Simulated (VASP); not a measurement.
# GaSe4 (P-3m1) in VASP: notebook

Runs on GaSe4. Level: PBE. Tasks: single point.

Everything below comes from runs of VASP 6.6.1. Logs are shortened: lines on timing, memory, paths and dates and some standing lists are left out, and cuts for length are marked.

## (1) The cell of the first run

Symmetry: P-3m1, No. 164, trigonal system. The conventional cell has a = 3.789 Å, b = 3.789 Å, c = 22.132 Å, α = 90.00°, β = 90.00°, γ = 120.00°. Ga (site symmetry 3m) has 1 Ga at 2.46 Å and 3 Se at 2.49 Å within 3.3 Å. Se (site symmetry 3m) has 3 Ga at 2.49 Å within 3.3 Å. Se (site symmetry 3m) has 3 Se at 2.68 Å within 3.5 Å. Within 3.5 Å of Se (site symmetry 3m) lie 6 Se at 2.68 Å. Se (site symmetry 3m) has 3 Se at 2.68 Å within 3.5 Å.

## (2) Single point, PBE

Contents of INCAR:

```
ALGO = Normal
EDIFF = 1E-6
ENCUT = 520
GGA = PE
ISIF = 2
ISMEAR = 0
LASPH = T
LCHARG = T
LELF = T
LREAL = F
LVHAR = T
LWAVE = F
NBANDS = 48
NELM = 100
PREC = Accurate
SIGMA = 0.01
```

Contents of KPOINTS:

```
k-points
0
Gamma
  12 12 2
```

Contents of POSCAR:

```
GaSe4
1.0
    3.7886434602      0.0000000000      0.0000000000
   -1.8943217301      3.2810614824      0.0000000000
    0.0000000000      0.0000000000     22.1315680178
Ga Se
2 8
Direct
    0.0000000000      0.0000000000      0.0556125336
    0.0000000000      0.0000000000      0.9443874664
    0.3333333333      0.6666666667      0.1090135051
    0.6666666667      0.3333333333      0.8909864949
    0.3333333333      0.6666666667      0.7138076434
    0.0000000000      0.0000000000      0.6437003226
    0.0000000000      0.0000000000      0.3562996774
    0.3333333333      0.6666666667      0.4265620078
    0.6666666667      0.3333333333      0.5734379922
    0.6666666667      0.3333333333      0.2861923566
```

Potentials or basis: VASP PAW PBE potentials, release 64 (Ga_d, Se).

The run is started by

```bash
$ cat potpaw_PBE.64/Ga_d/POTCAR potpaw_PBE.64/Se/POTCAR > POTCAR
$ mpirun -np 1 vasp_std > vasp.out
```

OUTCAR:

```text
EDIFF = 1E-6
   ENCUT = 520
   GGA = PE
   ISIF = 2
   ISMEAR = 0
   LASPH = T
   LREAL = F
   NELM = 100
   PREC = Accurate

 ion  position               nearest neighbor table
   1  0.000  0.000  0.056-   2 2.46   3 2.49   3 2.49   3 2.49
   2  0.000  0.000  0.944-   1 2.46   4 2.49   4 2.49   4 2.49
   3  0.333  0.667  0.109-   1 2.49   1 2.49   1 2.49
   4  0.667  0.333  0.891-   2 2.49   2 2.49   2 2.49
   5  0.333  0.667  0.714-   6 2.68   6 2.68   6 2.68
   6  0.000  0.000  0.644-   5 2.68   5 2.68   5 2.68   9 2.68   9 2.68   9 2.68
   7  0.000  0.000  0.356-  10 2.68  10 2.68  10 2.68   8 2.68   8 2.68   8 2.68
   8  0.333  0.667  0.427-   7 2.68   7 2.68   7 2.68
   9  0.667  0.333  0.573-   6 2.68   6 2.68   6 2.68
  10  0.667  0.333  0.286-   7 2.68   7 2.68   7 2.68

  LATTYP: Found a hexagonal cell.
 ALAT       =     3.7886434602
 C/A-ratio  =     5.8415547016

  Lattice vectors:

 A1 = (   3.7886434602,   0.0000000000,   0.0000000000)
 A2 = (  -1.8943217301,   3.2810614824,   0.0000000000)
 A3 = (   0.0000000000,   0.0000000000,  22.1315680178)

Analysis of symmetry for initial positions (statically):
=====================================================================
 Subroutine PRICEL returns:
 Original cell was already a primitive cell.

 Routine SETGRP: Setting up the symmetry group for a
 hexagonal supercell.

 Subroutine GETGRP returns: Found 12 space group operations
 (whereof 12 operations were pure point group operations)
 out of a pool of 24 trial point group operations.

The static configuration has the point symmetry D_3d.

Analysis of symmetry for dynamics (positions and initial velocities):
=====================================================================
 Subroutine PRICEL returns:
 Original cell was already a primitive cell.

 Routine SETGRP: Setting up the symmetry group for a
 hexagonal supercell.

 Subroutine GETGRP returns: Found 12 space group operations
 (whereof 12 operations were pure point group operations)
 out of a pool of 24 trial point group operations.

The dynamic configuration has the point symmetry D_3d.

 Subroutine INISYM returns: Found 12 space group operations
 (whereof 12 operations are pure point group operations),
 and found     1 'primitive' translations

----------------------------------------------------------------------------------------

                                     Primitive cell

  volume of cell :     275.1125

  direct lattice vectors                    reciprocal lattice vectors
     3.788643460  0.000000000  0.000000000     0.263946716  0.152389708  0.000000000
    -1.894321730  3.281061482  0.000000000     0.000000000  0.304779415  0.000000000
     0.000000000  0.000000000 22.131568018     0.000000000  0.000000000  0.045184327

  length of vectors
     3.788643460  3.788643460 22.131568018     0.304779415  0.304779415  0.045184327

  position of ions in fractional coordinates (direct lattice)
     0.000000000  0.000000000  0.055612534
     0.000000000  0.000000000  0.944387466
     0.333333333  0.666666667  0.109013505
     0.666666667  0.333333333  0.890986495
     0.333333333  0.666666667  0.713807643
     0.000000000  0.000000000  0.643700323
     0.000000000  0.000000000  0.356299677
     0.333333333  0.666666667  0.426562008
     0.666666667  0.333333333  0.573437992
     0.666666667  0.333333333  0.286192357

  ion indices of the primitive-cell ions
   primitive index   ion index
                 1           1
                 2           2
                 3           3
                 4           4
                 5           5
                 6           6
                 7           7
                 8           8
                 9           9
                10          10

----------------------------------------------------------------------------------------

 KPOINTS: k-points

Automatic generation of k-mesh.
 Grid dimensions read from file:
 generate k-points for:   12   12    2

 Generating k-lattice:

  Cartesian coordinates                     Fractional coordinates (reciprocal lattice)
     0.021995560  0.012699142  0.000000000     0.083333333  0.000000000  0.000000000
     0.000000000  0.025398285  0.000000000     0.000000000  0.083333333  0.000000000
     0.000000000  0.000000000  0.022592163     0.000000000  0.000000000  0.500000000

  Length of vectors
     0.025398285  0.025398285  0.022592163

  Shift w.r.t. Gamma in fractional coordinates (k-lattice)
     0.000000000  0.000000000  0.000000000

 Subroutine IBZKPT returns following result:
 ===========================================

 Found     38 irreducible k-points:

 Following reciprocal coordinates:
            Coordinates               Weight
  0.000000  0.000000  0.000000      1.000000
  0.083333 -0.000000  0.000000      6.000000
  0.166667  0.000000  0.000000      6.000000
  0.250000  0.000000  0.000000      6.000000
  0.333333  0.000000  0.000000      6.000000
  0.416667 -0.000000  0.000000      6.000000
[... 16 lines left out ...]
  0.250000  0.000000  0.500000      6.000000
  0.333333  0.000000  0.500000      6.000000
 [... further k-points ...]
   k-points           NKPTS =     38   k-points in BZ     NKDIM =     38   number of bands    NBANDS=     48
   number of dos      NEDOS =    301   number of ions     NIONS =     10
   total plane-waves  NPLWV = 131712
   dimension x,y,z NGX =    28 NGY =   28 NGZ =  168
   dimension x,y,z NGXF=    56 NGYF=   56 NGZF=  336
   ions per type =               2   8
   NGX,Y,Z   is equivalent  to a cutoff of  12.29, 12.29, 12.62 a.u.
   NGXF,Y,Z  is equivalent  to a cutoff of  24.57, 24.57, 25.24 a.u.
 SYSTEM =  unknown system
   PREC   = accura    normal or accurate (medium, high low for compatibility)
   ISTART =      0    job   : 0-new  1-cont  2-samecut
   ICHARG =      2    charge: 1-file 2-atom 10-const
   ISPIN  =      1    spin polarized calculation?
   LNONCOLLINEAR =      F non collinear calculations
   LSORBIT =      F    spin-orbit coupling
   LASPH  =      T    aspherical Exc in radial PAW
   ENCUT  =  520.0 eV  38.22 Ry    6.18 a.u.   7.04  7.04 41.15*2*pi/ulx,y,z
   NELM   =    100;   NELMIN=  2; NELMDL= -5     # of ELM steps
   EDIFF  = 0.1E-05   stopping-criterion for ELM
   LREAL  =      F    real-space projection
   EDIFFG = 0.1E-04   stopping-criterion for IOM
   NSW    =      0    number of steps for IOM
   IBRION =     -1    ionic relax: 0-MD 1-quasi-New 2-CG
   NFREE  =      0    steps in history (QN), initial steepest desc. (CG)
   ISIF   =      2    stress and relaxation
   ISYM   =      2    0-nonsym 1-usesym 2-fastsym
   POTIM  = 0.5000    time-step for ionic-motion
   TEBEG  =    0.0;   TEEND  =   0.0 temperature during run
   PSTRESS=    0.0 pullay stress
   NELECT =      74.0000    total number of electrons
   NUPDOWN=      -1.0000    fix difference up-down
   EMIN   =  10.00;   EMAX   =-10.00  energy-range for DOS
   EFERMI =   0.00;   METHOD = LEGACY
   ISMEAR =     0;   SIGMA  =   0.01  broadening in eV -4-tet -1-fermi 0-gaus
   EFERMI_NEDOS =   21; number of points for ismear=-14 and -15
   IALGO  =     38    algorithm
   IMIX   =      4    mixing-type and parameters
     AMIX     =   0.40;   BMIX     =  1.00
     AMIX_MAG =   1.60;   BMIX_MAG =  1.00
  volume/ion in A,a.u.               =      27.51       185.66
  Fermi-wavevector in a.u.,A,eV,Ry     =   1.056774  1.997013 15.194586  1.116771
  Thomas-Fermi vector in A             =   2.192022
   LORBIT       =      0    0 simple, 1 ext, 2 COOP (PROOUT), +10 PAW based schemes
   GGA     = PE    functional components
   LHFCALC =     F    Hartree Fock is set to
   AEXX    =    0.0000 exact exchange contribution
   IVDW    =     0    specifies the selected vdW correction
   LEPSILON=     F    determine dielectric tensor
   LRPA    =     F    only Hartree local field effects (RPA)
 non-spin polarized calculation
 Gauss-broadening in eV      SIGMA  =   0.01
  energy-cutoff  :      520.00
  volume of cell :      275.11
 maximum number of plane-waves:      7446
   NGX = 15   NGY = 15   NGZ = 83

 number of electron      73.9999993 magnetization

 Free energy of the ion-electron system (eV)
  ---------------------------------------------------
  ext. energy  EPLUGINS =         0.00000000
  ---------------------------------------------------
  free energy    TOTEN  =       -35.18350388 eV

  energy without entropy =      -35.18350388  energy(sigma->0) =      -35.18350388

 E-fermi :   2.1670     XC(G=0):  -8.6986

 val. band max:        2.1136744409   @ k =   0.0833   0.0833   0.5000
 cond. band min:       2.5263979893   @ k =   0.0000   0.0000   0.5000
 fundamental gap:      0.4127235484
 Fermi energy:         2.1670252503

 k-point     1 :       0.0000    0.0000    0.0000
  band No.  band energies     occupation
      1     -13.6355      2.00000
      2     -13.6148      2.00000
      3     -12.4632      2.00000
      4     -12.3413      2.00000
      5     -12.3413      2.00000
      6     -12.3227      2.00000
[... 40 lines left out ...]
     47       6.6672      0.00000
     48       7.9955      0.00000

 k-point     2 :       0.0833   -0.0000    0.0000
  band No.  band energies     occupation
      1     -13.5642      2.00000
      2     -13.5438      2.00000
      3     -12.4631      2.00000
      4     -12.3581      2.00000
      5     -12.3412      2.00000
      6     -12.3393      2.00000
[... 40 lines left out ...]
     47       6.7920      0.00000
     48       7.7403      0.00000

 k-point     3 :       0.1667    0.0000    0.0000
  band No.  band energies     occupation
      1     -13.3536      2.00000
      2     -13.3340      2.00000
      3     -12.4651      2.00000
      4     -12.3956      2.00000
      5     -12.3772      2.00000
      6     -12.3411      2.00000
[... 40 lines left out ...]
     47       7.0514      0.00000
     48       7.6747      0.00000

 k-point     4 :       0.2500    0.0000    0.0000
  band No.  band energies     occupation
      1     -13.0157      2.00000
      2     -12.9977      2.00000
      3     -12.4772      2.00000
      4     -12.4333      2.00000
      5     -12.4108      2.00000
      6     -12.3414      2.00000
[... 958 lines left out ...]
     47       7.0514      0.00000
     48       7.6743      0.00000

 k-point    23 :       0.2500    0.0000    0.5000
  band No.  band energies     occupation
      1     -13.0157      2.00000
      2     -12.9977      2.00000
      3     -12.4772      2.00000
      4     -12.4333      2.00000
      5     -12.4108      2.00000
      6     -12.3414      2.00000
[... 40 lines left out ...]
     47       7.2367      0.00000
     48       7.9547      0.00000

 k-point    24 :       0.3333    0.0000    0.5000
  band No.  band energies     occupation
      1     -12.5789      2.00000
      2     -12.5641      2.00000
      3     -12.5006      2.00000
      4     -12.4658      2.00000
      5     -12.4223      2.00000
      6     -12.3422      2.00000
[... 40 lines left out ...]
     47       7.2777      0.00000
     48       7.6128      0.00000

 [... further k-points ...]

------------------------ aborting loop because EDIFF is reached ----------------------------------------

  FORCE on cell =-STRESS in cart. coord.  units (eV):
  Direction    XX          YY          ZZ          XY          YZ          ZX
  --------------------------------------------------------------------------------------
  -------------------------------------------------------------------------------------
  Total        0.1192571      0.1192571      0.1265182      0.0000000      0.0000000     -0.0000000
  in kB        0.6945197      0.6945197      0.7368065      0.0000000      0.0000000     -0.0000000
  external PRESSURE =       0.7086153 kB  Pullay stress =       0.0000000 kB

 VOLUME and BASIS-vectors are now :
 -----------------------------------------------------------------------------
  energy-cutoff  :      520.00
  volume of cell :      275.11
      direct lattice vectors                 reciprocal lattice vectors
     3.788643460  0.000000000  0.000000000     0.263946716  0.152389708  0.000000000
    -1.894321730  3.281061482  0.000000000     0.000000000  0.304779415  0.000000000
     0.000000000  0.000000000 22.131568018     0.000000000  0.000000000  0.045184327

 POSITION                                       TOTAL-FORCE (eV/Angst)
 -----------------------------------------------------------------------------------
      0.00000      0.00000      1.23079        -0.000000      0.000000     -0.018988
      0.00000      0.00000     20.90078         0.000000     -0.000000      0.018988
     -0.00000      2.18737      2.41264        -0.000000     -0.000000      0.026149
      1.89432      1.09369     19.71893        -0.000000      0.000000     -0.026149
     -0.00000      2.18737     15.79768        -0.000000      0.000000      0.007025
      0.00000      0.00000     14.24610        -0.000000     -0.000000     -0.000167
      0.00000      0.00000      7.88547        -0.000000      0.000000      0.000167
     -0.00000      2.18737      9.44049         0.000000      0.000000      0.007192
      1.89432      1.09369     12.69108        -0.000000     -0.000000     -0.007192
      1.89432      1.09369      6.33389         0.000000     -0.000000     -0.007025
 -----------------------------------------------------------------------------------
    total drift:                               -0.000000      0.000000      0.000000

  FREE ENERGIE OF THE ION-ELECTRON SYSTEM (eV)
  ---------------------------------------------------
  free  energy   TOTEN  =       -35.1835038766 eV

  energy  without entropy=      -35.1835038766  energy(sigma->0) =      -35.18350388
```

Wall time 7.7 min (1 thread of Intel Xeon Platinum 8375C at 2.90GHz (Ice Lake), shared host); peak memory 0.6 GiB.

Results:

```yaml
Free_energy: -35.1835 eV
Pressure: 0.1 GPa
Largest_force: 0.026 eV/Å
Band_gap_on_the_k_mesh: 0.41 eV (least direct gap 0.57 eV)
```

Forces on the atoms (eV/Å):
```
Ga   0.000  0.000 -0.019
Ga   0.000  0.000  0.019
Se   0.000  0.000  0.026
Se   0.000  0.000 -0.026
Se   0.000  0.000  0.007
Se   0.000  0.000  0.000
Se   0.000  0.000  0.000
Se   0.000  0.000  0.007
Se   0.000  0.000 -0.007
Se   0.000  0.000 -0.007
```

Caveat: this functional lacks dispersion, which binds the layers, so the pressure and a relaxed spacing across them are unreliable.

## (3) Single point, PBE

This run uses another cell than the first one, of 27.32 Å³/atom.

Contents of INCAR:

```
SYSTEM = GaSe4
PREC = Accurate
ENCUT = 520
EDIFF = 1E-6
ISMEAR = 0
SIGMA = 0.02
LREAL = .FALSE.
LASPH = .TRUE.
NELM = 100
ALGO = Normal
ISIF = 2
LWAVE = .FALSE.
LCHARG = .FALSE.
GGA = PE
NBANDS = 48
```

Contents of KPOINTS:

```
Automatic mesh
0
G
  12 12 2
  0 0 0
```

Contents of POSCAR:

```
GaSe4
1.0
    3.7893482811      0.0000000000      0.0000000000
   -1.8946741406      3.2816718752      0.0000000000
    0.0000000000      0.0000000000     21.9732790863
Ga Se
2 8
Direct
    0.0000000000      0.0000000000      0.0560085405
    0.0000000000      0.0000000000      0.9439914595
    0.3333333333      0.6666666667      0.1097806200
    0.6666666667      0.3333333333      0.8902193800
    0.3333333333      0.6666666667      0.7150795776
    0.0000000000      0.0000000000      0.6444870444
    0.0000000000      0.0000000000      0.3555129556
    0.3333333333      0.6666666667      0.4262417269
    0.6666666667      0.3333333333      0.5737582731
    0.6666666667      0.3333333333      0.2849204224
```

Potentials or basis: VASP PAW PBE potentials, release 64 (Ga_d, Se).

The run is started by

```bash
$ cat potpaw_PBE.64/Ga_d/POTCAR potpaw_PBE.64/Se/POTCAR > POTCAR
$ mpirun -np 1 vasp_std > vasp.out
```

It took 17 min on 1 thread of Intel Xeon Platinum 8259CL at 2.50GHz (Skylake/Cascade Lake), shared host; peak memory 0.6 GiB.

The run converged. Its results:

```yaml
Free_energy: -35.1833 eV
Pressure: 0.1 GPa
Largest_force: 0.024 eV/Å
Band_gap_on_the_k_mesh: 0.40 eV (least direct gap 0.55 eV)
```

Forces on the atoms (eV/Å):
```
Ga   0.000  0.000 -0.018
Ga   0.000  0.000  0.018
Se   0.000  0.000  0.024
Se   0.000  0.000 -0.024
Se   0.000  0.000  0.008
Se   0.000  0.000  0.000
Se   0.000  0.000  0.000
Se   0.000  0.000  0.010
Se   0.000  0.000 -0.010
Se   0.000  0.000 -0.008
```

Levels at points of the mesh, in eV from the valence-band top:
```
           k point  band 33  band 34  band 35  band 36  band 37  band 38  band 39  band 40  band 41  band 42
(0.00, 0.00, 0.00)    -0.54    -0.54    -0.49    -0.49    -0.28     0.54     0.90     1.56     1.56     1.66
(0.50, 0.00, 0.00)    -1.22    -1.11    -0.85    -0.81    -0.67     1.44     1.81     2.01     2.43     2.45
(0.00, 0.00, 0.50)    -0.54    -0.54    -0.49    -0.49    -0.15     0.40     0.99     1.56     1.56     1.66
(0.50, 0.00, 0.50)    -1.20    -1.03    -0.92    -0.81    -0.67     1.48     1.76     1.97     2.45     2.45
```

Caveat: this functional lacks dispersion, which binds the layers, so the pressure and a relaxed spacing across them are unreliable. A k mesh can miss the band edges.
